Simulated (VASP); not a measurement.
# Hf (P6_3/mmc) in VASP: settings compared, part 2 of 2

VASP 6.6.1. Earlier steps stand in the parts before.

**4. Single point, PBE (volume scaled by 1.02)**

INCAR reads:

```
SYSTEM = Hf
PREC = Accurate ; ENCUT = 520
EDIFF = 1E-7 ; ISMEAR = -1
SIGMA = 0.05 ; LREAL = .False.
LASPH = .True. ; NELM = 60
ALGO = Fast ; ISIF = 2
LWAVE = .False. ; LCHARG = .True.
GGA = PE ; LELF = .True.
LVHAR = .True. ; NBANDS = 17
```

KPOINTS reads:

```
regular mesh
0
Gamma
  10 10 5
  0 0 0
```

POSCAR reads:

```
Hf
1.0
    3.2178708157      0.0000000000      0.0000000000
   -1.6089354078      2.7867578725      0.0000000000
    0.0000000000      0.0000000000      5.0912963404
Hf
2
Direct
    0.6666666667      0.3333333333      0.7500000000
    0.3333333333      0.6666666667      0.2500000000
```

Potentials or basis: VASP PAW PBE potentials, release 64 (Hf_pv).

Run with:

```sh
cat potpaw_PBE.64/Hf_pv/POTCAR > POTCAR
mpirun -np 1 vasp_std > vasp.out
```

OUTCAR:

```text
SYSTEM = Hf
   PREC = Accurate
   ENCUT = 520
   EDIFF = 1E-7
   ISMEAR = -1
   LREAL = .False.
   LASPH = .True.
   NELM = 60
   ISIF = 2
   GGA = PE

 ion  position               nearest neighbor table
   1  0.667  0.333  0.750-   2 3.15   2 3.15   2 3.15   2 3.15   2 3.15   2 3.15
   2  0.333  0.667  0.250-   1 3.15   1 3.15   1 3.15   1 3.15   1 3.15   1 3.15

  LATTYP: Found a hexagonal cell.
 ALAT       =     3.2178708157
 C/A-ratio  =     1.5821941377

  Lattice vectors:

 A1 = (   3.2178708157,   0.0000000000,   0.0000000000)
 A2 = (  -1.6089354078,   2.7867578725,   0.0000000000)
 A3 = (   0.0000000000,   0.0000000000,   5.0912963404)

Analysis of symmetry for initial positions (statically):
=====================================================================
 Subroutine PRICEL returns:
 Original cell was already a primitive cell.

 Routine SETGRP: Setting up the symmetry group for a
 hexagonal supercell.

 Subroutine GETGRP returns: Found 24 space group operations
 (whereof 12 operations were pure point group operations)
 out of a pool of 24 trial point group operations.

The static configuration has the point symmetry D_3d.
 The point group associated with its full space group is D_6h.

Analysis of symmetry for dynamics (positions and initial velocities):
=====================================================================
 Subroutine PRICEL returns:
 Original cell was already a primitive cell.

 Routine SETGRP: Setting up the symmetry group for a
 hexagonal supercell.

 Subroutine GETGRP returns: Found 24 space group operations
 (whereof 12 operations were pure point group operations)
 out of a pool of 24 trial point group operations.

The dynamic configuration has the point symmetry D_3d.
 The point group associated with its full space group is D_6h.

 Subroutine INISYM returns: Found 24 space group operations
 (whereof 12 operations are pure point group operations),
 and found     1 'primitive' translations

[... 115 lines left out ...]
  volume/ion in A,a.u.               =      22.83       154.05
  Fermi-wavevector in a.u.,A,eV,Ry     =   1.243329  2.349551 21.032800  1.545867
  Thomas-Fermi vector in A             =   2.377645
   LORBIT       =      0    0 simple, 1 ext, 2 COOP (PROOUT), +10 PAW based schemes
   GGA     = PE    functional components
   LHFCALC =     F    Hartree Fock is set to
   AEXX    =    0.0000 exact exchange contribution
   IVDW    =     0    specifies the selected vdW correction
   LEPSILON=     F    determine dielectric tensor
   LRPA    =     F    only Hartree local field effects (RPA)
 non-spin polarized calculation
 RMM-DIIS sequential band-by-band and
  energy-cutoff  :      520.00
  volume of cell :       45.66
 maximum number of plane-waves:      1245
 NGX is ok and might be reduce to    24
   NGX = 11   NGY = 11   NGZ = 19

 number of electron      20.0000007 magnetization

 Free energy of the ion-electron system (eV)
  ---------------------------------------------------
  ext. energy  EPLUGINS =         0.00000000
  ---------------------------------------------------
  free energy    TOTEN  =       -19.85017167 eV

  energy without entropy =      -19.83834878  energy(sigma->0) =      -19.84426022

 E-fermi :   4.7747     XC(G=0): -11.1913

 val. band max:        4.7437253945   @ k =   0.0000   0.0000   0.4000
 cond. band min:       4.7804634028   @ k =   0.1000   0.1000   0.4000
 fundamental gap:      0.0367380083
 Fermi energy:         4.7746596659

 k-point     1 :       0.0000    0.0000    0.0000
  band No.  band energies     occupation
      1     -26.3120      2.00000
      2     -25.6142      2.00000
      3     -25.6142      2.00000
      4     -25.5023      2.00000
      5     -25.4943      2.00000
      6     -25.4943      2.00000
[... 457 lines left out ...]
      4     -25.7720      2.00000
      5     -25.6854      2.00000
      6     -25.6172      2.00000
[... 9 lines left out ...]
     16      10.5859      0.00000
     17      11.3708      0.00000

 [... further k-points ...]

------------------------ aborting loop because EDIFF is reached ----------------------------------------

  FORCE on cell =-STRESS in cart. coord.  units (eV):
  Direction    XX          YY          ZZ          XY          YZ          ZX
  --------------------------------------------------------------------------------------
  -------------------------------------------------------------------------------------
  Total       -0.4954318     -0.4954318     -0.6509925     -0.0000000      0.0000000      0.0000000
  in kB      -17.3859415    -17.3859415    -22.8449581     -0.0000000      0.0000000      0.0000000
  external PRESSURE =     -19.2056137 kB  Pullay stress =       0.0000000 kB

 VOLUME and BASIS-vectors are now :
 -----------------------------------------------------------------------------
  energy-cutoff  :      520.00
  volume of cell :       45.66
      direct lattice vectors                 reciprocal lattice vectors
     3.217870816  0.000000000  0.000000000     0.310764495  0.179419965  0.000000000
    -1.608935408  2.786757872  0.000000000     0.000000000  0.358839930  0.000000000
     0.000000000  0.000000000  5.091296340     0.000000000  0.000000000  0.196413631

 POSITION                                       TOTAL-FORCE (eV/Angst)
 -----------------------------------------------------------------------------------
      1.60894      0.92892      3.81847         0.000000     -0.000000      0.000000
     -0.00000      1.85784      1.27282        -0.000000      0.000000      0.000000
 -----------------------------------------------------------------------------------
    total drift:                               -0.000000      0.000000     -0.000000

  FREE ENERGIE OF THE ION-ELECTRON SYSTEM (eV)
  ---------------------------------------------------
  free  energy   TOTEN  =       -19.8501716663 eV

  energy  without entropy=      -19.8383487764  energy(sigma->0) =      -19.84426022
```

Wall time 17 s (1 thread of Intel Xeon 6975P-C (Granite Rapids), shared host); peak memory 0.17 GiB.

Results:

```
Free energy            : -19.8502 eV
Pressure               : -1.9 GPa
Band gap on the k mesh : zero (band 10 reaches 5.96 eV, above the bottom of band 11 at 4.47 eV)
```

Levels at points of the mesh, in eV from the Fermi level:
```tsv
k point	band 7	band 8	band 9	band 10	band 11	band 12	band 13	band 14
(0.00, 0.00, 0.00)	-7.31	-3.64	0.58	1.18	1.18	1.45	1.98	1.98
(0.50, 0.00, 0.00)	-3.31	-2.67	-2.16	-0.83	0.80	0.85	1.65	5.76
```

Caveat: spin-orbit coupling is left out, which moves the levels of the heavy elements.

**5. Single point, PBE (volume scaled by 1.04)**

INCAR reads:

```
SYSTEM = Hf
PREC = Accurate
ENCUT = 520
EDIFF = 1E-6
ISMEAR = -1
SIGMA = 0.05
LREAL = .False.
LASPH = .True.
NELM = 100
ALGO = Fast
ISIF = 2
LWAVE = .False.
LCHARG = .False.
GGA = PE
NBANDS = 17
```

KPOINTS is that of step 4.

POSCAR reads:

```
Hf
1.0
    3.2387666662      0.0000000000      0.0000000000
   -1.6193833331      2.8048542099      0.0000000000
    0.0000000000      0.0000000000      5.1243576326
Hf
2
Direct
    0.6666666667      0.3333333333      0.7500000000
    0.3333333333      0.6666666667      0.2500000000
```

Run with:

```sh
cat potpaw_PBE.64/Hf_pv/POTCAR > POTCAR
mpirun -np 1 vasp_std > vasp.out
```

Wall time 15 s (1 thread of Intel Xeon 6975P-C (Granite Rapids), shared host); peak memory 0.16 GiB.

The run converged. Its results:

| Item | Value |
| --- | --- |
| Free energy | -19.8342 eV |
| Pressure | -3.9 GPa |
| Band gap on the k mesh | zero (band 10 reaches 5.82 eV, above the bottom of band 11 at 4.33 eV) |

Stress tensor (GPa, compression positive):
```
-3.65  0.00  0.00
 0.00 -3.65  0.00
 0.00  0.00 -4.28
```

Levels at points of the mesh, in eV from the Fermi level:
```tsv
k point	band 7	band 8	band 9	band 10	band 11	band 12	band 13	band 14
(0.00, 0.00, 0.00)	-7.24	-3.59	0.51	1.17	1.17	1.43	1.95	1.95
(0.50, 0.00, 0.00)	-3.29	-2.61	-2.11	-0.86	0.80	0.82	1.61	5.63
```

Caveat: spin-orbit coupling is left out, which moves the levels of the heavy elements.

**6. Overview**

| task | level | cell | cutoff (eV) | gap on the mesh (eV) | pressure (GPa) |
| --- | --- | --- | --- | --- | --- |
| relaxation of cell and atoms | PBE+D3(BJ) | relaxed from a = 3.197, b = 3.197, c = 5.058 Å, angles 90.0, 90.0, 120.0°, 2 atoms | 600 | none | 0.0 |
| single point | PBE | a = 3.153, b = 3.153, c = 4.989 Å, angles 90.0, 90.0, 120.0°, 2 atoms | 520 | none | 4.9 |
| single point | PBE | a = 3.218, b = 3.218, c = 5.091 Å, angles 90.0, 90.0, 120.0°, 2 atoms | 520 | none | -1.9 |
| single point | PBE | a = 3.239, b = 3.239, c = 5.124 Å, angles 90.0, 90.0, 120.0°, 2 atoms | 520 | none | -3.9 |

Alike in all rows: potentials or basis VASP PAW PBE potentials, release 64 (Hf_pv); no spin polarisation; k mesh 10 × 10 × 5; smearing fermi-dirac 0.05 eV.

Caveats: spin-orbit coupling is left out, which moves the levels of the heavy elements; pairwise dispersion overbinds metals, which lowers pressure and volume (some runs).

Absolute energies hang on the potentials; compare differences alone.
